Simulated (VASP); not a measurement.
# TiSi2 (Fddd) in VASP: notebook

Runs on TiSi2. Level: PBE. Tasks: single point.

Everything below comes from runs of VASP 6.6.1. Logs are shortened: lines on timing, memory, paths and dates and some standing lists are left out, and cuts for length are marked.

### Step 1. The cell of the first run

The structure is orthorhombic, space group Fddd (No. 70). The conventional cell has a = 4.557 Å, b = 7.774 Å, c = 8.231 Å, α = 90.00°, β = 90.00°, γ = 90.00°. Ti (site symmetry 222) has 10 Si at 2.45 to 2.61 Å and 4 Ti at 3.05 Å within 3.2 Å. Si (site symmetry 2) has 9 Si at 2.43 to 3.05 Å and 5 Ti at 2.45 to 2.61 Å within 3.2 Å.

### Step 2. Single point, PBE

File INCAR:

```
SYSTEM = TiSi2
ALGO = Normal
EDIFF = 1E-6
ENCUT = 520
GGA = PE
ISIF = 2
ISMEAR = -1
LASPH = .True.
LCHARG = .True.
LELF = .True.
LREAL = .False.
LVHAR = .True.
LWAVE = .False.
NBANDS = 29
NELM = 60
PREC = Accurate
SIGMA = 0.05
```

File KPOINTS:

```
k-points
0
Gamma
  7 7 7
  0 0 0
```

File POSCAR:

```
TiSi2
1.0
    0.0000000000      3.8868605635      4.1155452089
    2.2787153677      0.0000000000      4.1155452089
    2.2787153677      3.8868605635      0.0000000000
Ti Si
2 4
Direct
    0.7500000000      0.7500000000      0.7500000000
    0.5000000000      0.5000000000      0.5000000000
    0.4136817916      0.0863182084      0.4136817916
    0.0863182084      0.4136817916      0.0863182084
    0.1636817916      0.8363182084      0.1636817916
    0.8363182084      0.1636817916      0.8363182084
```

Potentials or basis: VASP PAW PBE potentials, release 64 (Ti_sv, Si).

On the command line:

```bash
$ cat potpaw_PBE.64/Ti_sv/POTCAR potpaw_PBE.64/Si/POTCAR > POTCAR
$ mpirun -np 1 vasp_std > vasp.out
```

OUTCAR:

```text
SYSTEM = TiSi2
   EDIFF = 1E-6
   ENCUT = 520
   GGA = PE
   ISIF = 2
   ISMEAR = -1
   LASPH = .True.
   LREAL = .False.
   NELM = 60
   PREC = Accurate

 ion  position               nearest neighbor table
   1  0.750  0.750  0.750-   6 2.45   5 2.45   6 2.45   5 2.45   3 2.61   3 2.61   4 2.61   4 2.61
                             3 2.61   4 2.61
   2  0.500  0.500  0.500-   4 2.45   3 2.45   4 2.45   3 2.45   5 2.61   5 2.61   6 2.61   6 2.61
                             5 2.61   6 2.61
   3  0.414  0.086  0.414-   6 2.43   6 2.43   2 2.45   2 2.45   4 2.54   1 2.61   1 2.61   1 2.61
                             4 2.64   4 2.64   5 3.05   5 3.05   5 3.05   5 3.05
   4  0.086  0.414  0.086-   5 2.43   5 2.43   2 2.45   2 2.45   3 2.54   1 2.61   1 2.61   1 2.61
                             3 2.64   3 2.64   6 3.05   6 3.05   6 3.05   6 3.05
   5  0.164  0.836  0.164-   4 2.43   4 2.43   1 2.45   1 2.45   6 2.54   2 2.61   2 2.61   2 2.61
                             6 2.64   6 2.64   3 3.05   3 3.05   3 3.05   3 3.05
   6  0.836  0.164  0.836-   3 2.43   3 2.43   1 2.45   1 2.45   5 2.54   2 2.61   2 2.61   2 2.61
                             5 2.64   5 2.64   4 3.05   4 3.05   4 3.05   4 3.05

  LATTYP: Found a face centered orthorhombic cell.
 ALAT       =     4.5574307354
 B/A-ratio  =     1.7057244703
 C/A-ratio  =     1.8060812979

  Lattice vectors:

 A1 = (   0.0000000000,   3.8868605635,   4.1155452089)
 A2 = (   2.2787153677,   0.0000000000,   4.1155452089)
 A3 = (   2.2787153677,   3.8868605635,   0.0000000000)

Analysis of symmetry for initial positions (statically):
=====================================================================
 Subroutine PRICEL returns:
 Original cell was already a primitive cell.

 Routine SETGRP: Setting up the symmetry group for a
 face centered orthorhombic supercell.

 Subroutine GETGRP returns: Found  8 space group operations
 (whereof  4 operations were pure point group operations)
 out of a pool of  8 trial point group operations.

The static configuration has the point symmetry D_2 .
 The point group associated with its full space group is D_2h.

Analysis of symmetry for dynamics (positions and initial velocities):
=====================================================================
 Subroutine PRICEL returns:
 Original cell was already a primitive cell.

 Routine SETGRP: Setting up the symmetry group for a
 face centered orthorhombic supercell.

 Subroutine GETGRP returns: Found  8 space group operations
 (whereof  4 operations were pure point group operations)
 out of a pool of  8 trial point group operations.

The dynamic configuration has the point symmetry D_2 .
 The point group associated with its full space group is D_2h.

 Subroutine INISYM returns: Found  8 space group operations
 (whereof  4 operations are pure point group operations),
 and found     1 'primitive' translations

----------------------------------------------------------------------------------------

                                     Primitive cell

  volume of cell :      72.9032

  direct lattice vectors                    reciprocal lattice vectors
     0.000000000  3.886860563  4.115545209    -0.219421876  0.128638522  0.121490586
     2.278715368  0.000000000  4.115545209     0.219421876 -0.128638522  0.121490586
     2.278715368  3.886860563  0.000000000     0.219421876  0.128638522 -0.121490586

  length of vectors
     5.660865429  4.704280614  4.505577518     0.281875489  0.281875489  0.281875489

  position of ions in fractional coordinates (direct lattice)
     0.750000000  0.750000000  0.750000000
     0.500000000  0.500000000  0.500000000
     0.413681792  0.086318208  0.413681792
     0.086318208  0.413681792  0.086318208
     0.163681792  0.836318208  0.163681792
     0.836318208  0.163681792  0.836318208

  ion indices of the primitive-cell ions
   primitive index   ion index
                 1           1
                 2           2
                 3           3
                 4           4
                 5           5
                 6           6

----------------------------------------------------------------------------------------

 KPOINTS: k-points

Automatic generation of k-mesh.
 Grid dimensions read from file:
 generate k-points for:    7    7    7

 Generating k-lattice:

  Cartesian coordinates                     Fractional coordinates (reciprocal lattice)
    -0.031345982  0.018376932  0.017355798     0.142857143 -0.000000000 -0.000000000
     0.031345982 -0.018376932  0.017355798     0.000000000  0.142857143  0.000000000
     0.031345982  0.018376932 -0.017355798     0.000000000  0.000000000  0.142857143

  Length of vectors
     0.040267927  0.040267927  0.040267927

  Shift w.r.t. Gamma in fractional coordinates (k-lattice)
     0.000000000  0.000000000  0.000000000

 Subroutine IBZKPT returns following result:
 ===========================================

 Found     64 irreducible k-points:

 Following reciprocal coordinates:
            Coordinates               Weight
  0.000000  0.000000  0.000000      1.000000
  0.142857  0.000000 -0.000000      8.000000
  0.285714  0.000000  0.000000      8.000000
  0.428571  0.000000  0.000000      8.000000
  0.142857  0.142857  0.000000      2.000000
  0.285714  0.142857  0.000000      8.000000
[... 16 lines left out ...]
  0.000000  0.142857  0.142857      2.000000
  0.285714  0.142857  0.142857      4.000000
 [... further k-points ...]
   k-points           NKPTS =     64   k-points in BZ     NKDIM =     64   number of bands    NBANDS=     29
   number of dos      NEDOS =    301   number of ions     NIONS =      6
   total plane-waves  NPLWV =  54432
   dimension x,y,z NGX =    42 NGY =   36 NGZ =   36
   dimension x,y,z NGXF=    84 NGYF=   72 NGZF=   72
   ions per type =               2   4
   NGX,Y,Z   is equivalent  to a cutoff of  12.33, 12.72, 13.28 a.u.
   NGXF,Y,Z  is equivalent  to a cutoff of  24.67, 25.44, 26.57 a.u.
 SYSTEM =  TiSi2
   PREC   = accura    normal or accurate (medium, high low for compatibility)
   ISTART =      0    job   : 0-new  1-cont  2-samecut
   ICHARG =      2    charge: 1-file 2-atom 10-const
   ISPIN  =      1    spin polarized calculation?
   LNONCOLLINEAR =      F non collinear calculations
   LSORBIT =      F    spin-orbit coupling
   LASPH  =      T    aspherical Exc in radial PAW
   ENCUT  =  520.0 eV  38.22 Ry    6.18 a.u.  10.53  8.75  8.38*2*pi/ulx,y,z
   NELM   =     60;   NELMIN=  2; NELMDL= -5     # of ELM steps
   EDIFF  = 0.1E-05   stopping-criterion for ELM
   LREAL  =      F    real-space projection
   EDIFFG = 0.1E-04   stopping-criterion for IOM
   NSW    =      0    number of steps for IOM
   IBRION =     -1    ionic relax: 0-MD 1-quasi-New 2-CG
   NFREE  =      0    steps in history (QN), initial steepest desc. (CG)
   ISIF   =      2    stress and relaxation
   ISYM   =      2    0-nonsym 1-usesym 2-fastsym
   POTIM  = 0.5000    time-step for ionic-motion
   TEBEG  =    0.0;   TEEND  =   0.0 temperature during run
   PSTRESS=    0.0 pullay stress
   NELECT =      40.0000    total number of electrons
   NUPDOWN=      -1.0000    fix difference up-down
   EMIN   =  10.00;   EMAX   =-10.00  energy-range for DOS
   EFERMI =   0.00;   METHOD = LEGACY
   ISMEAR =    -1;   SIGMA  =   0.05  broadening in eV -4-tet -1-fermi 0-gaus
   EFERMI_NEDOS =   21; number of points for ismear=-14 and -15
   IALGO  =     38    algorithm
   IMIX   =      4    mixing-type and parameters
     AMIX     =   0.40;   BMIX     =  1.00
     AMIX_MAG =   1.60;   BMIX_MAG =  1.00
  volume/ion in A,a.u.               =      12.15        82.00
  Fermi-wavevector in a.u.,A,eV,Ry     =   1.340230  2.532668 24.439011  1.796217
  Thomas-Fermi vector in A             =   2.468559
   LORBIT       =      0    0 simple, 1 ext, 2 COOP (PROOUT), +10 PAW based schemes
   GGA     = PE    functional components
   LHFCALC =     F    Hartree Fock is set to
   AEXX    =    0.0000 exact exchange contribution
   IVDW    =     0    specifies the selected vdW correction
   LEPSILON=     F    determine dielectric tensor
   LRPA    =     F    only Hartree local field effects (RPA)
 non-spin polarized calculation
  energy-cutoff  :      520.00
  volume of cell :       72.90
 maximum number of plane-waves:      1989
 NGX is ok and might be reduce to    42
   NGX = 21   NGY = 17   NGZ = 17

 number of electron      40.0000001 magnetization

 Free energy of the ion-electron system (eV)
  ---------------------------------------------------
  ext. energy  EPLUGINS =         0.00000000
  ---------------------------------------------------
  free energy    TOTEN  =       -39.71483437 eV

  energy without entropy =      -39.69682709  energy(sigma->0) =      -39.70583073

 E-fermi :  11.9726     XC(G=0): -12.3775

 val. band max:       11.9425276512   @ k =   0.0000   0.4286   0.4286
 cond. band min:      11.9864216993   @ k =  -0.4286   0.4286   0.1429
 fundamental gap:      0.0438940481
 Fermi energy:        11.9726055228

 k-point     1 :       0.0000    0.0000    0.0000
  band No.  band energies     occupation
      1     -43.8163      2.00000
      2     -43.7622      2.00000
      3     -20.3222      2.00000
      4     -20.2582      2.00000
      5     -20.1614      2.00000
      6     -20.1389      2.00000
[... 21 lines left out ...]
     28      16.5106      0.00000
     29      16.5368      0.00000

 k-point     2 :       0.1429    0.0000   -0.0000
  band No.  band energies     occupation
      1     -43.8142      2.00000
      2     -43.7642      2.00000
      3     -20.3200      2.00000
      4     -20.2592      2.00000
      5     -20.1697      2.00000
      6     -20.1391      2.00000
[... 21 lines left out ...]
     28      16.4431      0.00000
     29      16.7220      0.00000

 k-point     3 :       0.2857    0.0000    0.0000
  band No.  band energies     occupation
      1     -43.8088      2.00000
      2     -43.7692      2.00000
      3     -20.3173      2.00000
      4     -20.2596      2.00000
      5     -20.1917      2.00000
      6     -20.1353      2.00000
[... 638 lines left out ...]
      5     -20.1616      2.00000
      6     -20.1498      2.00000
[... 21 lines left out ...]
     28      17.0737      0.00000
     29      17.2263      0.00000

 k-point    24 :       0.2857    0.1429    0.1429
  band No.  band energies     occupation
      1     -43.8112      2.00000
      2     -43.7672      2.00000
      3     -20.3153      2.00000
      4     -20.2453      2.00000
      5     -20.1933      2.00000
      6     -20.1276      2.00000
[... 21 lines left out ...]
     28      16.7302      0.00000
     29      16.7986      0.00000

 [... further k-points ...]

------------------------ aborting loop because EDIFF is reached ----------------------------------------

  FORCE on cell =-STRESS in cart. coord.  units (eV):
  Direction    XX          YY          ZZ          XY          YZ          ZX
  --------------------------------------------------------------------------------------
  -------------------------------------------------------------------------------------
  Total       13.5819835     13.5950200     13.5900664      0.0000000      0.0000000      0.0000000
  in kB      298.4883360    298.7748362    298.6659734      0.0000000      0.0000000      0.0000000
  external PRESSURE =     298.6430486 kB  Pullay stress =       0.0000000 kB

 VOLUME and BASIS-vectors are now :
 -----------------------------------------------------------------------------
  energy-cutoff  :      520.00
  volume of cell :       72.90
      direct lattice vectors                 reciprocal lattice vectors
     0.000000000  3.886860563  4.115545209    -0.219421876  0.128638522  0.121490586
     2.278715368  0.000000000  4.115545209     0.219421876 -0.128638522  0.121490586
     2.278715368  3.886860563  0.000000000     0.219421876  0.128638522 -0.121490586

 POSITION                                       TOTAL-FORCE (eV/Angst)
 -----------------------------------------------------------------------------------
      3.41807      5.83029      6.17332         0.000000     -0.000000      0.000000
      2.27872      3.88686      4.11555        -0.000000      0.000000     -0.000000
      1.13936      3.21585      2.05777         0.000000      0.000146      0.000000
      1.13936      0.67101      2.05777         0.000000     -0.000146      0.000000
      2.27872      1.27242      4.11555         0.000000      0.000146      0.000000
      2.27872      6.50130      4.11555         0.000000     -0.000146      0.000000
 -----------------------------------------------------------------------------------
    total drift:                               -0.000000     -0.000000      0.000000

  FREE ENERGIE OF THE ION-ELECTRON SYSTEM (eV)
  ---------------------------------------------------
  free  energy   TOTEN  =       -39.7148343696 eV

  energy  without entropy=      -39.6968270900  energy(sigma->0) =      -39.70583073
```

It took 2.4 min on 1 thread of AMD EPYC 7R13 (Zen 3), shared host; peak memory 0.25 GiB.

What came out:

```
Free energy            : -39.7148 eV
Pressure               : 29.9 GPa
Band gap on the k mesh : zero (bands 20 and 21 overlap by 2.02 eV)
```

Levels at points of the mesh, in eV from the Fermi level:
| k point | band 18 | band 19 | band 20 | band 21 | band 22 | band 23 |
| --- | --- | --- | --- | --- | --- | --- |
| (0.00, 0.00, 0.00) | -1.97 | -1.76 | -1.34 | -1.07 | 2.40 | 3.66 |

Caveat: the cell stands under pressure.

### Step 3. Single point, PBE

This run uses another cell than the first one, of 12.67 Å³/atom.

File INCAR:

```
ALGO     = Normal         # electronic algorithm
EDIFF    = 1E-7           # SCF threshold, eV
ENCUT    = 520            # plane-wave cutoff, eV
GGA      = PE             # functional
ISIF     = 2              # what is computed and relaxed
ISMEAR   = -1             # smearing method
LASPH    = True           # aspherical terms in the spheres
LCHARG   = False          # write CHGCAR
LREAL    = False          # projectors in reciprocal space
LWAVE    = False          # write WAVECAR
NBANDS   = 29             # bands
NELM     = 60             # most SCF steps
PREC     = Accurate       # precision mode
SIGMA    = 0.05           # smearing width, eV
```

File KPOINTS:

```
k-points
0
Gamma
  7 7 7
```

File POSCAR:

```
TiSi2
1.0
    0.0000000000      3.9486086753      4.1635684206
    2.3115090980      0.0000000000      4.1635684206
    2.3115090980      3.9486086753      0.0000000000
Ti Si
2 4
Direct
    0.7500000000      0.7500000000      0.7500000000
    0.5000000000      0.5000000000      0.5000000000
    0.4134649106      0.0865350894      0.4134649106
    0.0865350894      0.4134649106      0.0865350894
    0.1634649106      0.8365350894      0.1634649106
    0.8365350894      0.1634649106      0.8365350894
```

Potentials or basis: VASP PAW PBE potentials, release 64 (Ti_sv, Si).

On the command line:

```bash
$ cat potpaw_PBE.64/Ti_sv/POTCAR potpaw_PBE.64/Si/POTCAR > POTCAR
$ mpirun -np 1 vasp_std > vasp.out
```

OUTCAR:

```text
EDIFF = 1E-7
   ENCUT = 520
   GGA = PE
   ISIF = 2
   ISMEAR = -1
   LASPH = True
   LREAL = False
   NELM = 60
   PREC = Accurate

 ion  position               nearest neighbor table
   1  0.750  0.750  0.750-   6 2.48   5 2.48   6 2.48   5 2.48   3 2.65   3 2.65   4 2.65   4 2.65
                             3 2.66   4 2.66
   2  0.500  0.500  0.500-   4 2.48   3 2.48   4 2.48   3 2.48   5 2.65   5 2.65   6 2.65   6 2.65
                             5 2.66   6 2.66
   3  0.413  0.087  0.413-   6 2.46   6 2.46   2 2.48   2 2.48   4 2.58   1 2.65   1 2.65   1 2.66
                             4 2.69   4 2.69   5 3.09   5 3.09   5 3.09   5 3.09
   4  0.087  0.413  0.087-   5 2.46   5 2.46   2 2.48   2 2.48   3 2.58   1 2.65   1 2.65   1 2.66
                             3 2.69   3 2.69   6 3.09   6 3.09   6 3.09   6 3.09
[... 984 lines left out ...]
  in kB      198.9554488    199.0498402    199.0081835      0.0000000      0.0000000      0.0000000
  external PRESSURE =     199.0044909 kB  Pullay stress =       0.0000000 kB

 VOLUME and BASIS-vectors are now :
 -----------------------------------------------------------------------------
  energy-cutoff  :      520.00
  volume of cell :       76.00
      direct lattice vectors                 reciprocal lattice vectors
     0.000000000  3.948608675  4.163568421    -0.216308904  0.126626881  0.120089296
     2.311509098  0.000000000  4.163568421     0.216308904 -0.126626881  0.120089296
     2.311509098  3.948608675  0.000000000     0.216308904  0.126626881 -0.120089296

 POSITION                                       TOTAL-FORCE (eV/Angst)
 -----------------------------------------------------------------------------------
      3.46726      5.92291      6.24535        -0.000000     -0.000000     -0.000000
      2.31151      3.94861      4.16357         0.000000     -0.000000      0.000000
      1.15575      3.26522      2.08178         0.000000     -0.000652     -0.000000
      1.15575      0.68339      2.08178         0.000000      0.000652     -0.000000
      2.31151      1.29092      4.16357        -0.000000     -0.000652      0.000000
      2.31151      6.60630      4.16357        -0.000000      0.000652      0.000000
 -----------------------------------------------------------------------------------
    total drift:                               -0.000000     -0.000000     -0.000000

  FREE ENERGIE OF THE ION-ELECTRON SYSTEM (eV)
  ---------------------------------------------------
  free  energy   TOTEN  =       -40.1938922693 eV

  energy  without entropy=      -40.1753891145  energy(sigma->0) =      -40.18464069
```

Run time: 2.5 min. Hardware: 1 thread of AMD EPYC 7R13 (Zen 3), shared host; peak memory 0.27 GiB.

Results:

| Property | Result |
| --- | --- |
| Free energy | -40.1939 eV |
| Pressure | 19.9 GPa |
| Band gap on the k mesh | zero (bands 20 and 21 overlap by 1.95 eV) |

Caveat: the cell stands under pressure.
